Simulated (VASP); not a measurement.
# PbO (P4/nmm) in VASP: notebook

The runs below take PbO through single point, relaxation of cell and atoms, with PBE.

Program: VASP 6.6.1. These are calculated values, not measurements. Logs are shortened: lines on timing, memory, paths and dates and some standing lists are left out, and cuts for length are marked.

### Step 1. The cell of the first run

The structure is tetragonal, space group P4/nmm (No. 129). Conventional cell: a = 4.060 Å, b = 4.060 Å, c = 5.487 Å, α = 90.00°, β = 90.00°, γ = 90.00°. Pb (site symmetry 4mm) has 4 O at 2.35 Å within 3.1 Å. O (site symmetry -4m2) has 4 Pb at 2.35 Å and 4 O at 2.87 Å within 3.1 Å.

### Step 2. Single point, PBE

Contents of INCAR:

```
SYSTEM = PbO
  ALGO = Normal
  EDIFF = 1E-6
  ENCUT = 600
  GGA = PE
  GGA_COMPAT = .FALSE.
  ISIF = 2
  ISMEAR = 0
  LASPH = .TRUE.
  LCHARG = .FALSE.
  LREAL = .FALSE.
  LWAVE = .FALSE.
  NBANDS = 28
  NELM = 120
  PREC = Accurate
  SIGMA = 0.1
```

Contents of KPOINTS:

```
k-points
0
G
  4 4 4
  0 0 0
```

Contents of POSCAR:

```
PbO
1.0
    4.0604585481      0.0000000000      0.0000000000
    0.0000000000      4.0604585481      0.0000000000
    0.0000000000      0.0000000000      5.4874666843
Pb O
2 2
Direct
    0.0000000000      0.5000000000      0.2162409074
    0.5000000000      0.0000000000      0.7837590926
    0.0000000000      0.0000000000      0.0000000000
    0.5000000000      0.5000000000      0.0000000000
```

Potentials or basis: VASP PAW PBE potentials, release 64 (Pb_d, O).

Started as:

```bash
cat potpaw_PBE.64/Pb_d/POTCAR potpaw_PBE.64/O/POTCAR > POTCAR
mpirun -np 1 vasp_std > vasp.out
```

OUTCAR:

```text
SYSTEM = PbO
   EDIFF = 1E-6
   ENCUT = 600
   GGA = PE
   ISIF = 2
   ISMEAR = 0
   LASPH = .TRUE.
   LREAL = .FALSE.
   NELM = 120
   PREC = Accurate

 ion  position               nearest neighbor table
   1  0.000  0.500  0.216-   3 2.35   4 2.35   3 2.35   4 2.35   2 3.73   2 3.73   2 3.73   2 3.73

   2  0.500  0.000  0.784-   3 2.35   4 2.35   4 2.35   3 2.35   1 3.73   1 3.73   1 3.73   1 3.73

   3  0.000  0.000  0.000-   1 2.35   2 2.35   1 2.35   2 2.35
   4  0.500  0.500  0.000-   1 2.35   2 2.35   2 2.35   1 2.35

  LATTYP: Found a simple tetragonal cell.
 ALAT       =     4.0604585481
 C/A-ratio  =     1.3514401438

  Lattice vectors:

 A1 = (   4.0604585481,   0.0000000000,   0.0000000000)
 A2 = (   0.0000000000,   4.0604585481,   0.0000000000)
 A3 = (   0.0000000000,   0.0000000000,   5.4874666843)

Analysis of symmetry for initial positions (statically):
=====================================================================
 Subroutine PRICEL returns:
 Original cell was already a primitive cell.

 Routine SETGRP: Setting up the symmetry group for a
 simple tetragonal supercell.

 Subroutine GETGRP returns: Found 16 space group operations
 (whereof  8 operations were pure point group operations)
 out of a pool of 16 trial point group operations.

The static configuration has the point symmetry D_2d.
 The point group associated with its full space group is D_4h.

Analysis of symmetry for dynamics (positions and initial velocities):
=====================================================================
 Subroutine PRICEL returns:
 Original cell was already a primitive cell.

 Routine SETGRP: Setting up the symmetry group for a
 simple tetragonal supercell.

 Subroutine GETGRP returns: Found 16 space group operations
 (whereof  8 operations were pure point group operations)
 out of a pool of 16 trial point group operations.

The dynamic configuration has the point symmetry D_2d.
 The point group associated with its full space group is D_4h.

 Subroutine INISYM returns: Found 16 space group operations
 (whereof  8 operations are pure point group operations),
 and found     1 'primitive' translations

----------------------------------------------------------------------------------------

                                     Primitive cell

[... 83 lines left out ...]
   LSORBIT =      F    spin-orbit coupling
   LASPH  =      T    aspherical Exc in radial PAW
   ENCUT  =  600.0 eV  44.10 Ry    6.64 a.u.   8.11  8.11 10.96*2*pi/ulx,y,z
   NELM   =    120;   NELMIN=  2; NELMDL= -5     # of ELM steps
   EDIFF  = 0.1E-05   stopping-criterion for ELM
   LREAL  =      F    real-space projection
   EDIFFG = 0.1E-04   stopping-criterion for IOM
   NSW    =      0    number of steps for IOM
   IBRION =     -1    ionic relax: 0-MD 1-quasi-New 2-CG
   NFREE  =      0    steps in history (QN), initial steepest desc. (CG)
   ISIF   =      2    stress and relaxation
   ISYM   =      2    0-nonsym 1-usesym 2-fastsym
   POTIM  = 0.5000    time-step for ionic-motion
   TEBEG  =    0.0;   TEEND  =   0.0 temperature during run
   PSTRESS=    0.0 pullay stress
   NELECT =      40.0000    total number of electrons
   NUPDOWN=      -1.0000    fix difference up-down
   EMIN   =  10.00;   EMAX   =-10.00  energy-range for DOS
   EFERMI =   0.00;   METHOD = LEGACY
   ISMEAR =     0;   SIGMA  =   0.10  broadening in eV -4-tet -1-fermi 0-gaus
   EFERMI_NEDOS =   21; number of points for ismear=-14 and -15
   IALGO  =     38    algorithm
   IMIX   =      4    mixing-type and parameters
     AMIX     =   0.40;   BMIX     =  1.00
     AMIX_MAG =   1.60;   BMIX_MAG =  1.00
  volume/ion in A,a.u.               =      22.62       152.64
  Fermi-wavevector in a.u.,A,eV,Ry     =   1.247156  2.356783 21.162478  1.555398
  Thomas-Fermi vector in A             =   2.381301
   LORBIT       =      0    0 simple, 1 ext, 2 COOP (PROOUT), +10 PAW based schemes
   GGA     = PE    functional components
   LHFCALC =     F    Hartree Fock is set to
   AEXX    =    0.0000 exact exchange contribution
   IVDW    =     0    specifies the selected vdW correction
   LEPSILON=     F    determine dielectric tensor
   LRPA    =     F    only Hartree local field effects (RPA)
 non-spin polarized calculation
 Gauss-broadening in eV      SIGMA  =   0.10
  energy-cutoff  :      600.00
  volume of cell :       90.47
 maximum number of plane-waves:      3048
   NGX = 17   NGY = 17   NGZ = 21

 number of electron      40.0000014 magnetization

 Free energy of the ion-electron system (eV)
  ---------------------------------------------------
  ext. energy  EPLUGINS =         0.00000000
  ---------------------------------------------------
  free energy    TOTEN  =       -21.51836929 eV

  energy without entropy =      -21.51836929  energy(sigma->0) =      -21.51836929

 E-fermi :   4.3137     XC(G=0):  -9.0937

 val. band max:        3.8672715278   @ k =   0.0000   0.0000   0.0000
 cond. band min:       5.6015791504   @ k =   0.5000   0.5000   0.0000
 fundamental gap:      1.7343076225
 Fermi energy:         4.3137108400

 k-point     1 :       0.0000    0.0000    0.0000
  band No.  band energies     occupation
      1     -14.0407      2.00000
      2     -13.6485      2.00000
      3     -11.9979      2.00000
      4     -11.9979      2.00000
      5     -11.9509      2.00000
      6     -11.9362      2.00000
[... 547 lines left out ...]
     27      13.6779      0.00000
     28      13.6779      0.00000

------------------------ aborting loop because EDIFF is reached ----------------------------------------

  FORCE on cell =-STRESS in cart. coord.  units (eV):
  Direction    XX          YY          ZZ          XY          YZ          ZX
  --------------------------------------------------------------------------------------
  -------------------------------------------------------------------------------------
  Total        0.0412883      0.0412883      0.1453485      0.0000000      0.0000000      0.0000000
  in kB        0.7311648      0.7311648      2.5739433      0.0000000      0.0000000      0.0000000
  external PRESSURE =       1.3454243 kB  Pullay stress =       0.0000000 kB

 VOLUME and BASIS-vectors are now :
 -----------------------------------------------------------------------------
  energy-cutoff  :      600.00
  volume of cell :       90.47
      direct lattice vectors                 reciprocal lattice vectors
     4.060458548  0.000000000  0.000000000     0.246277603  0.000000000  0.000000000
     0.000000000  4.060458548  0.000000000     0.000000000  0.246277603  0.000000000
     0.000000000  0.000000000  5.487466684     0.000000000  0.000000000  0.182233453

 POSITION                                       TOTAL-FORCE (eV/Angst)
 -----------------------------------------------------------------------------------
      0.00000      2.03023      1.18661         0.000000      0.000000      0.039693
      2.03023      0.00000      4.30085        -0.000000     -0.000000     -0.039693
      0.00000      0.00000      0.00000         0.000000      0.000000      0.000000
      2.03023      2.03023      0.00000         0.000000     -0.000000      0.000000
 -----------------------------------------------------------------------------------
    total drift:                                0.000000     -0.000000      0.000000

  FREE ENERGIE OF THE ION-ELECTRON SYSTEM (eV)
  ---------------------------------------------------
  free  energy   TOTEN  =       -21.5183692931 eV

  energy  without entropy=      -21.5183692931  energy(sigma->0) =      -21.51836929
```

OSZICAR:

```text
N       E                     dE             d eps       ncg     rms          rms(c)
DAV:   1     0.480693024257E+03    0.48069E+03   -0.21107E+04  1008   0.180E+03
DAV:   2     0.411872819091E+02   -0.43951E+03   -0.42010E+03  1036   0.465E+02
DAV:   3    -0.231050703316E+02   -0.64292E+02   -0.62361E+02  1280   0.187E+02
DAV:   4    -0.263418705607E+02   -0.32368E+01   -0.32208E+01  1160   0.423E+01
DAV:   5    -0.264489774724E+02   -0.10711E+00   -0.10708E+00  1152   0.844E+00    0.125E+01
DAV:   6    -0.217648815167E+02    0.46841E+01   -0.26520E+01  1476   0.390E+01    0.580E+00
DAV:   7    -0.215563278911E+02    0.20855E+00   -0.31567E+00  1220   0.126E+01    0.255E+00
DAV:   8    -0.215250512626E+02    0.31277E-01   -0.59751E-01  1100   0.498E+00    0.842E-01
DAV:   9    -0.215168612757E+02    0.81900E-02   -0.54485E-02  1596   0.181E+00    0.325E-01
DAV:  10    -0.215185634474E+02   -0.17022E-02   -0.14265E-02  1160   0.785E-01    0.917E-02
DAV:  11    -0.215184340008E+02    0.12945E-03   -0.25549E-03  1524   0.383E-01    0.783E-02
DAV:  12    -0.215183735668E+02    0.60434E-04   -0.47982E-04  1424   0.229E-01    0.191E-02
DAV:  13    -0.215183690336E+02    0.45332E-05   -0.51288E-05  1304   0.562E-02    0.468E-03
DAV:  14    -0.215183692931E+02   -0.25950E-06   -0.57090E-06  1160   0.217E-02
   1 F= -.21518369E+02 E0= -.21518369E+02  d E =-.194718E-11
```

stdout:

```text
POSCAR found type information on POSCAR PbO
 POSCAR found :  2 types and       4 ions
 scaLAPACK will be used
 LDA part: xc-table for (Slater+PW92), standard interpolation
 POSCAR, INCAR and KPOINTS ok, starting setup
 FFT: planning ... GRIDC
 FFT: planning ... GRID_SOFT
 FFT: planning ... GRID
 WAVECAR not read
 entering main loop
```

Run time: 66 s. Hardware: 1 thread of Intel Xeon 8259CL, shared host; peak memory 0.23 GiB.

Results:

```yaml
Free_energy: -21.5184 eV
Pressure: 0.1 GPa
Largest_force: 0.040 eV/Å
Band_gap_on_the_k_mesh: 1.73 eV, indirect (least direct gap 1.95 eV)
```

Forces in eV/Å, atoms in the order of the input:
```
Pb   0.000  0.000  0.040
Pb   0.000  0.000 -0.040
O    0.000  0.000  0.000
O    0.000  0.000  0.000
```

Levels at points of the mesh, in eV from the valence-band top:
| k point | band 16 | band 17 | band 18 | band 19 | band 20 | band 21 | band 22 | band 23 | band 24 | band 25 |
| --- | --- | --- | --- | --- | --- | --- | --- | --- | --- | --- |
| (0.00, 0.00, 0.00) | -3.89 | -1.46 | -1.46 | -1.46 | 0.00 | 1.95 | 4.63 | 5.91 | 5.91 | 6.11 |
| (0.50, 0.00, 0.00) | -2.90 | -2.72 | -2.72 | -1.32 | -1.32 | 3.18 | 3.18 | 5.81 | 5.81 | 6.64 |
| (0.50, 0.50, 0.00) | -3.12 | -1.55 | -1.55 | -0.85 | -0.85 | 1.73 | 1.73 | 5.25 | 5.25 | 6.98 |
| (0.00, 0.00, 0.50) | -3.81 | -1.48 | -1.47 | -1.47 | -0.73 | 1.81 | 4.28 | 4.46 | 4.46 | 7.98 |
| (0.50, 0.00, 0.50) | -3.21 | -2.70 | -2.70 | -0.87 | -0.87 | 2.92 | 2.92 | 6.42 | 6.42 | 6.56 |
| (0.50, 0.50, 0.50) | -3.35 | -1.87 | -1.87 | -0.85 | -0.85 | 3.71 | 3.71 | 4.10 | 4.10 | 5.56 |

Caveat: spin-orbit coupling is left out, which moves the levels of the heavy elements. A hybrid or GW would open this gap; PBE tends to underestimate it.

### Step 3. Relaxation of cell and atoms, PBE

This run uses another cell than the first one, of 19.83 Å³/atom, 0.877 times its volume.

Contents of INCAR:

```
PREC = Accurate ; ENCUT = 600
EDIFF = 1E-7 ; ISMEAR = 0
SIGMA = 0.1 ; LREAL = F
LASPH = T ; NELM = 120
ALGO = Normal ; ISIF = 3
LWAVE = F ; LCHARG = F
GGA = PE ; IBRION = 2
NSW = 60 ; EDIFFG = -0.04
GGA_COMPAT = F ; NELMIN = 4
```

Contents of KPOINTS:

```
Automatic mesh
0
Gamma
  4 4 4
```

Contents of POSCAR:

```
PbO
1.0
    3.9744000000      0.0000000000      0.0000000000
    0.0000000000      3.9744000000      0.0000000000
    0.0000000000      0.0000000000      5.0220000000
Pb O
2 2
Direct
    0.0000000000      0.5000000000      0.2351000000
    0.5000000000      0.0000000000      0.7649000000
    0.0000000000      0.0000000000      0.0000000000
    0.5000000000      0.5000000000      0.0000000000
```

Potentials or basis: VASP PAW PBE potentials, release 64 (Pb_d, O).

Started as:

```bash
cat potpaw_PBE.64/Pb_d/POTCAR potpaw_PBE.64/O/POTCAR > POTCAR
mpirun -np 1 vasp_std > vasp.out
```

OUTCAR:

```text
PREC = Accurate
   ENCUT = 600
   EDIFF = 1E-7
   ISMEAR = 0
   LREAL = F
   LASPH = T
   NELM = 120
   ISIF = 3
   GGA = PE
   IBRION = 2
   NSW = 60
   EDIFFG = -0.04
   NELMIN = 4

 ion  position               nearest neighbor table
   1  0.000  0.500  0.235-   3 2.31   4 2.31   3 2.31   4 2.31   2 3.67   2 3.67   2 3.67   2 3.67
                             2 3.87   2 3.87   2 3.87   2 3.87
   2  0.500  0.000  0.765-   3 2.31   4 2.31   4 2.31   3 2.31   1 3.67   1 3.67   1 3.67   1 3.67
                             1 3.87   1 3.87   1 3.87   1 3.87
   3  0.000  0.000  0.000-   1 2.31   2 2.31   1 2.31   2 2.31
   4  0.500  0.500  0.000-   1 2.31   2 2.31   2 2.31   1 2.31

  LATTYP: Found a simple tetragonal cell.
 ALAT       =     3.9744000000
 C/A-ratio  =     1.2635869565

  Lattice vectors:

 A1 = (   3.9744000000,   0.0000000000,   0.0000000000)
[... 297 lines left out ...]

 val. band max:        4.1570615461   @ k =   0.0000   0.0000   0.0000
 cond. band min:       5.7378668897   @ k =   0.5000   0.5000   0.0000
 fundamental gap:      1.5808053437
 Fermi energy:         4.6051936127

 k-point     1 :       0.0000    0.0000    0.0000
  band No.  band energies     occupation
      1     -13.7218      2.00000
      2     -13.3465      2.00000
      3     -11.7021      2.00000
      4     -11.7021      2.00000
      5     -11.6561      2.00000
      6     -11.6241      2.00000
[... 550 lines left out ...]
--------------------------------------- Ionic step       10  -------------------------------------------

 number of electron      40.0000021 magnetization

 Free energy of the ion-electron system (eV)
  ---------------------------------------------------
  ext. energy  EPLUGINS =         0.00000000
  ---------------------------------------------------
  free energy    TOTEN  =       -21.50761290 eV

  energy without entropy =      -21.50761290  energy(sigma->0) =      -21.50761290

 E-fermi :   4.3887     XC(G=0):  -9.1063

 val. band max:        3.8995276467   @ k =   0.0000   0.0000   0.0000
 cond. band min:       5.6160096891   @ k =   0.5000   0.5000   0.0000
 fundamental gap:      1.7164820424
 Fermi energy:         4.3886873409

 k-point     1 :       0.0000    0.0000    0.0000
  band No.  band energies     occupation
      1     -14.0313      2.00000
      2     -13.6279      2.00000
      3     -11.9750      2.00000
      4     -11.9750      2.00000
      5     -11.9272      2.00000
      6     -11.9170      2.00000
[... 506 lines left out ...]
  FREE ENERGIE OF THE ION-ELECTRON SYSTEM (eV)
  ---------------------------------------------------
  free  energy   TOTEN  =       -21.5076129031 eV

  energy  without entropy=      -21.5076129031  energy(sigma->0) =      -21.50761290

 reached required accuracy - stopping structural energy minimisation
```

OSZICAR:

```text
N       E                     dE             d eps       ncg     rms          rms(c)
DAV:   1     0.478921112915E+03    0.47892E+03   -0.21968E+04   864   0.219E+03
DAV:   2     0.415543259743E+02   -0.43737E+03   -0.43065E+03   904   0.529E+02
DAV:   3    -0.238157119274E+02   -0.65370E+02   -0.63708E+02  1216   0.204E+02
[... 120 lines left out ...]
DAV:   6    -0.215076103529E+02    0.25501E-04   -0.18224E-04  1272   0.181E-01    0.695E-03
DAV:   7    -0.215076122947E+02   -0.19419E-05   -0.19864E-05  1064   0.364E-02    0.250E-03
DAV:   8    -0.215076126576E+02   -0.36283E-06   -0.13156E-06  1064   0.136E-02    0.839E-04
DAV:   9    -0.215076128115E+02   -0.15394E-06   -0.27075E-07   904   0.533E-03    0.663E-04
DAV:  10    -0.215076129031E+02   -0.91561E-07   -0.47976E-08   496   0.197E-03
  10 F= -.21507613E+02 E0= -.21507613E+02  d E =-.205585E-02
```

CONTCAR:

```text
PbO
   1.00000000000000
     4.0523806916998897    0.0000000000000000    0.0000000000000000
     0.0000000000000000    4.0523806916998897    0.0000000000000000
     0.0000000000000000    0.0000000000000000    5.4961135058279886
  Pb              O
     2     2
Direct
     1.0000000000000000    0.5000000000000000    0.2166863174749556
     0.5000000000000000    1.0000000000000000    0.7833136825250443
     0.0000000000000000    0.0000000000000000    0.0000000000000000
     0.5000000000000000    0.5000000000000000    0.0000000000000000

  0.00000000E+00  0.00000000E+00  0.00000000E+00
  0.00000000E+00  0.00000000E+00  0.00000000E+00
  0.00000000E+00  0.00000000E+00  0.00000000E+00
  0.00000000E+00  0.00000000E+00  0.00000000E+00
```

It took 6.8 min on 1 thread of Intel Xeon 8259CL, shared host; peak memory 0.22 GiB.

Results:

| Property | Result |
| --- | --- |
| Free energy | -21.5076 eV |
| Relaxed volume | 22.56 Å³/atom |
| Relaxed cell | a = 4.052 Å, b = 4.052 Å, c = 5.496 Å, α = 90.00°, β = 90.00°, γ = 90.00° |
| Space group after relaxing (to 0.05 Å) | P4/nmm (No. 129) |
| Energy gained by relaxing | 24.2 meV/atom |
| Ionic steps | 10 |
| Pressure after relaxing | 0.2 GPa |
| Largest force after relaxing | 0.024 eV/Å |
| Band gap on the k mesh | 1.72 eV, indirect (least direct gap 1.96 eV) |

Forces in eV/Å, atoms in the order of the input:
```
Pb   0.000  0.000  0.024
Pb   0.000  0.000 -0.024
O    0.000  0.000  0.000
O    0.000  0.000  0.000
```

Step by step:
```
step  energy change (eV)  largest force (eV/Å)  pressure (GPa)  volume (Å³)
   1              0.0000                0.4893            4.93        79.33
   2             -0.0192                0.9198           -2.92        86.54
   3             -0.0620                0.3231            0.29        83.13
   4             -0.0705                0.2225            0.21        83.88
   5             -0.0767                0.0205            0.02        85.91
   6             -0.0773                0.0307            0.06        85.46
   7             -0.0807                0.0161            0.10        85.86
   8             -0.0886                0.0282            0.26        87.06
   9             -0.0947                0.1322            0.71        89.39
  10             -0.0968                0.0243            0.23        90.26
```

Final structure:
```
Pb O
1.0
     4.05238    0.00000    0.00000
     0.00000    4.05238    0.00000
     0.00000    0.00000    5.49611
Pb O
2 2
Direct
  0.00000 0.50000 0.21669
  0.50000 0.00000 0.78331
  0.00000 0.00000 0.00000
  0.50000 0.50000 0.00000
```

Levels at points of the mesh, in eV from the valence-band top:
```
           k point  band 17  band 18  band 19  band 20  band 21  band 22  band 23  band 24
(0.00, 0.00, 0.00)    -1.48    -1.46    -1.46     0.00     1.96     4.63     5.91     5.91
(0.50, 0.00, 0.00)    -2.72    -2.72    -1.34    -1.34     3.17     3.17     5.82     5.82
(0.50, 0.50, 0.00)    -1.58    -1.58    -0.85    -0.85     1.72     1.72     5.24     5.24
(0.00, 0.00, 0.50)    -1.50    -1.47    -1.47    -0.76     1.83     4.29     4.45     4.45
(0.50, 0.00, 0.50)    -2.71    -2.71    -0.89    -0.89     2.90     2.90     6.42     6.42
(0.50, 0.50, 0.50)    -1.89    -1.89    -0.85    -0.85     3.69     3.69     4.08     4.08
```

Caveat: spin-orbit coupling is left out, which moves the levels of the heavy elements; the volume moved by +14 % from the deposited cell, more than functionals usually miss.
